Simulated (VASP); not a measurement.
# ZnO (P6_3mc) in VASP: further runs, part 2 of 2

VASP 6.6.1. Earlier steps stand in the parts before.

### 3 Relaxation of cell and atoms, PBEsol, target pressure 15 GPa, at which the enthalpy is minimised

INCAR reads:

```
SYSTEM = ZnO
PREC = Accurate ; ENCUT = 600
EDIFF = 1E-6 ; ISMEAR = 0
SIGMA = 0.01 ; LREAL = .FALSE.
LASPH = .TRUE. ; NELM = 60
ALGO = Normal ; ISIF = 3
LWAVE = .FALSE. ; LCHARG = .FALSE.
GGA = PS ; IBRION = 2
NSW = 100 ; EDIFFG = -0.002
PSTRESS = 150.0
```

KPOINTS reads:

```
regular mesh
0
G
  8 8 4
  0 0 0
```

POSCAR reads:

```
ZnO
1.0
    3.2299990317      0.0000000000      0.0000000000
   -1.6149995159      2.7972612157      0.0000000000
    0.0000000000      0.0000000000      5.2143592997
Zn O
2 2
Direct
    0.3333333333      0.6666666667      0.5000410921
    0.6666666667      0.3333333333      0.0000410921
    0.6666666667      0.3333333333      0.3789689079
    0.3333333333      0.6666666667      0.8789689079
```

Potentials or basis: VASP PAW PBE potentials, release 64 (Zn, O).

Launch:

```console
> cat potpaw_PBE.64/Zn/POTCAR potpaw_PBE.64/O/POTCAR > POTCAR
> mpirun -np 1 vasp_std > vasp.out
```

OUTCAR:

```text
SYSTEM = ZnO
   PREC = Accurate
   ENCUT = 600
   EDIFF = 1E-6
   ISMEAR = 0
   LREAL = .FALSE.
   LASPH = .TRUE.
   NELM = 60
   ISIF = 3
   GGA = PS
   IBRION = 2
   NSW = 100
   EDIFFG = -0.002
   PSTRESS = 150.0

 ion  position               nearest neighbor table
   1  0.333  0.667  0.500-   3 1.97   3 1.97   3 1.97   4 1.98
   2  0.667  0.333  0.000-   4 1.97   4 1.97   4 1.97   3 1.98
   3  0.667  0.333  0.379-   1 1.97   1 1.97   1 1.97   2 1.98
   4  0.333  0.667  0.879-   2 1.97   2 1.97   2 1.97   1 1.98

  LATTYP: Found a hexagonal cell.
 ALAT       =     3.2299990317
 C/A-ratio  =     1.6143532083

  Lattice vectors:

 A1 = (   3.2299990317,   0.0000000000,   0.0000000000)
 A2 = (  -1.6149995159,   2.7972612157,   0.0000000000)
 A3 = (   0.0000000000,   0.0000000000,   5.2143592997)

Analysis of symmetry for initial positions (statically):
=====================================================================
 Subroutine PRICEL returns:
 Original cell was already a primitive cell.

 Routine SETGRP: Setting up the symmetry group for a
 hexagonal supercell.

 Subroutine GETGRP returns: Found 12 space group operations
 (whereof  6 operations were pure point group operations)
 out of a pool of 24 trial point group operations.

The static configuration has the point symmetry C_3v.
 The point group associated with its full space group is C_6v.

Analysis of symmetry for dynamics (positions and initial velocities):
=====================================================================
 Subroutine PRICEL returns:
 Original cell was already a primitive cell.

 Routine SETGRP: Setting up the symmetry group for a
 hexagonal supercell.

 Subroutine GETGRP returns: Found 12 space group operations
 (whereof  6 operations were pure point group operations)
 out of a pool of 24 trial point group operations.

The dynamic configuration has the point symmetry C_3v.
 The point group associated with its full space group is C_6v.

 Subroutine INISYM returns: Found 12 space group operations
 (whereof  6 operations are pure point group operations),
 and found     1 'primitive' translations
[... 126 lines left out ...]
   AEXX    =    0.0000 exact exchange contribution
   IVDW    =     0    specifies the selected vdW correction
   LEPSILON=     F    determine dielectric tensor
   LRPA    =     F    only Hartree local field effects (RPA)
 conjugate gradient relaxation of ions
 non-spin polarized calculation
 Gauss-broadening in eV      SIGMA  =   0.01
  energy-cutoff  :      600.00
  volume of cell :       47.11
 maximum number of plane-waves:      1592
 NGX is ok and might be reduce to    28
   NGX = 13   NGY = 13   NGZ = 21

--------------------------------------- Ionic step        1  -------------------------------------------

 number of electron      36.0000008 magnetization

 Free energy of the ion-electron system (eV)
  ---------------------------------------------------
  ext. energy  EPLUGINS =         0.00000000
  ---------------------------------------------------
  free energy    TOTEN  =       -19.41358575 eV

  energy without entropy =      -19.41358575  energy(sigma->0) =      -19.41358575

------------------------ aborting loop because EDIFF is reached ----------------------------------------

  FORCE on cell =-STRESS in cart. coord.  units (eV):
  Direction    XX          YY          ZZ          XY          YZ          ZX
  --------------------------------------------------------------------------------------
  -------------------------------------------------------------------------------------
  Total        0.2383819      0.2383819      0.2385785     -0.0000000      0.0000000      0.0000000
  in kB        8.1067646      8.1067646      8.1134495     -0.0000000      0.0000000      0.0000000
  external PRESSURE =    -141.8910071 kB  Pullay stress =     150.0000000 kB
[... 267 lines left out ...]
--------------------------------------- Ionic step        8  -------------------------------------------

 number of electron      35.9999988 magnetization

 Free energy of the ion-electron system (eV)
  ---------------------------------------------------
  ext. energy  EPLUGINS =         0.00000000
  ---------------------------------------------------
  free energy    TOTEN  =       -19.24438512 eV

  energy without entropy =      -19.24438512  energy(sigma->0) =      -19.24438512

 E-fermi :   1.9771     XC(G=0): -11.6815

 val. band max:        1.9281704049   @ k =   0.0000   0.0000   0.0000
 cond. band min:       2.7327329880   @ k =   0.0000   0.0000   0.0000
 fundamental gap:      0.8045625832
 Fermi energy:         1.9770991739

 k-point     1 :       0.0000    0.0000    0.0000
  band No.  band energies     occupation
      1     -16.9113      2.00000
      2     -16.0203      2.00000
      3      -4.5639      2.00000
      4      -4.2966      2.00000
      5      -4.2966      2.00000
      6      -4.2445      2.00000
[... 589 lines left out ...]
     21      10.9981      0.00000
     22      10.9981      0.00000

 [... further k-points ...]

------------------------ aborting loop because EDIFF is reached ----------------------------------------

  FORCE on cell =-STRESS in cart. coord.  units (eV):
  Direction    XX          YY          ZZ          XY          YZ          ZX
  --------------------------------------------------------------------------------------
  -------------------------------------------------------------------------------------
  Total        4.0684920      4.0684920      4.0748807     -0.0000000      0.0000000      0.0000000
  in kB      149.9424104    149.9424104    150.1778645     -0.0000000      0.0000000      0.0000000
  external PRESSURE =       0.0208951 kB  Pullay stress =     150.0000000 kB
[... 23 lines left out ...]
  energy  without entropy=      -19.2443851232  energy(sigma->0) =      -19.24438512

  enthalpy is  TOTEN    =       -15.1743305175 eV   P V=        4.0700546056

 reached required accuracy - stopping structural energy minimisation
```

OSZICAR:

```text
N       E                     dE             d eps       ncg     rms          rms(c)
DAV:   1     0.302317572906E+03    0.30232E+03   -0.20440E+04  1328   0.261E+03
[... 67 lines left out ...]
   7 F= -.15174334E+02 E0= -.15174334E+02  d E =-.122264E-03
       N       E                     dE             d eps       ncg     rms          rms(c)
DAV:   1    -0.192445317173E+02    0.23316E-02   -0.21820E-03  1520   0.947E-01    0.888E-02
DAV:   2    -0.192444005487E+02    0.13117E-03   -0.50731E-04  1564   0.512E-01    0.341E-02
DAV:   3    -0.192443892425E+02    0.11306E-04   -0.11510E-05  1856   0.723E-02    0.183E-02
DAV:   4    -0.192443847928E+02    0.44496E-05   -0.26722E-06  1246   0.409E-02    0.157E-03
DAV:   5    -0.192443851232E+02   -0.33037E-06   -0.37095E-06  1012   0.244E-02
   8 F= -.15174331E+02 E0= -.15174331E+02  d E =-.118394E-03
```

CONTCAR:

```text
ZnO
   1.00000000000000
     3.1447027666015934   -0.0000000000015910   -0.0000000000000000
    -1.5723513833508542    2.7233924832790399    0.0000000000000000
     0.0000000000000000   -0.0000000000000000    5.0760947743980935
  Zn              O
     2     2
Direct
     0.3333333332999970    0.6666666667000030    0.5000772165357191
     0.6666666667000030    0.3333333332999970    0.0000772165357192
     0.6666666667000030    0.3333333332999970    0.3789327834642818
     0.3333333332999970    0.6666666667000030    0.8789327834642818

  0.00000000E+00  0.00000000E+00  0.00000000E+00
  0.00000000E+00  0.00000000E+00  0.00000000E+00
  0.00000000E+00  0.00000000E+00  0.00000000E+00
  0.00000000E+00  0.00000000E+00  0.00000000E+00
```

Run time: 1.9 min. Hardware: 1 thread of Intel Xeon Platinum 8559C (Emerald Rapids), shared host; peak memory 0.2 GiB.

Results:

```yaml
Free_energy: -19.2444 eV
Relaxed_volume: 10.87 Å³/atom
Relaxed_cell: a = 3.145 Å, b = 3.145 Å, c = 5.076 Å, α = 90.00°, β = 90.00°, γ = 120.00°
Space_group_after_relaxing_to_0.1_Å: P6_3mc (No. 186)
Energy_change_on_relaxing_the_run_minimises_the_enthalpy: +42.3 meV/atom
Ionic_steps: 8
Pressure_after_relaxing: 15.0 GPa
Band_gap_on_the_k_mesh: 0.80 eV
```

The path:
```csv
step,energy change (eV),largest force (eV/Å),pressure (GPa),volume (Å³)
1,0.0000,0.0006,0.81,47.11
2,0.6296,0.0148,33.17,40.35
3,0.1628,0.0063,14.75,43.54
4,0.1692,0.0064,14.98,43.47
5,0.1760,0.0066,15.31,43.40
6,0.1645,0.0017,14.88,43.52
7,0.1667,0.0000,14.88,43.50
8,0.1692,0.0018,15.00,43.47
```

Final structure:
```
Zn O
1.0
     3.14470    0.00000    0.00000
    -1.57235    2.72339    0.00000
     0.00000    0.00000    5.07609
Zn O
2 2
Direct
  0.33333 0.66667 0.50008
  0.66667 0.33333 0.00008
  0.66667 0.33333 0.37893
  0.33333 0.66667 0.87893
```

Caveat: the cell is relaxed towards a set pressure, so the run minimises the enthalpy, not the energy; the PAW data sets were made with another functional, which shifts forces and pressure a little.
